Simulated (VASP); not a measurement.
Write the native input for VASP 6.6.1 that does the following.

- Task: single point
- Functional: r2SCAN
- Potentials or basis: VASP PAW PBE potentials, release 64 (Cs_sv)
- Cutoff: 520 eV
- k mesh: 3 × 3 × 3
- Occupations: fermi-dirac, width 0.1 eV
- Spin: no spin polarisation
- Dipole correction: no
- Further INCAR settings: ALGO = Normal; EDIFF = 1e-06; NBANDS = 10

The system is Cs.

```
CELL_PARAMETERS angstrom
5.02555 0.00000 0.00000
0.00000 5.02555 0.00000
0.00000 0.00000 5.02555
ATOMIC_POSITIONS crystal
Cs 0.00000 0.00000 0.00000
```

This isn't the form of Cs at room conditions, which is bcc.

The input as run:

POSCAR

```
Cs
1.0
    5.0255533248      0.0000000000      0.0000000000
    0.0000000000      5.0255533248      0.0000000000
    0.0000000000      0.0000000000      5.0255533248
Cs
1
Direct
    0.0000000000      0.0000000000      0.0000000000
```

INCAR.step1

```
PREC = Accurate
ENCUT = 520
ISMEAR = -1
SIGMA = 0.1
LREAL = False
LASPH = True
NELM = 60
NBANDS = 10
GGA = PE
ALGO = Normal
EDIFF = 1E-4
LWAVE = True
LCHARG = False
```

INCAR.step2

```
PREC = Accurate
ENCUT = 520
EDIFF = 1E-6
ISMEAR = -1
SIGMA = 0.1
LREAL = False
LASPH = True
NELM = 60
ALGO = Normal
ISIF = 2
LWAVE = False
LCHARG = True
METAGGA = R2SCAN
LMIXTAU = True
LELF = True
LVHAR = True
NBANDS = 10
ISTART = 1
```

KPOINTS

```
regular mesh
0
Gamma
  3 3 3
```

Potentials or basis: VASP PAW PBE potentials, release 64 (Cs_sv).

The run is started by

```sh
$ cat potpaw_PBE.64/Cs_sv/POTCAR > POTCAR
$ cp INCAR.step1 INCAR
$ mpirun -np 1 vasp_std > vasp.out
$ cp INCAR.step2 INCAR
$ mpirun -np 1 vasp_std > vasp.out
```

Results of the run:

```json
{"Pressure": "0.0 GPa", "Band gap on the k mesh": "zero (an odd number of electrons rules out a gap without spin polarisation)"}
```

Caveat: the k points lie up to 0.42 Å⁻¹ apart, too coarse for converged energies and pressures of a metal; the PAW data sets were made with another functional, which shifts forces and pressure a little; spin-orbit coupling is left out, which moves the levels of the heavy elements.

Run time: 48 s on 1 thread of Intel(R) Xeon(R) Platinum 8488C (Sapphire Rapids), on a shared host, peak memory 0.24 GiB.
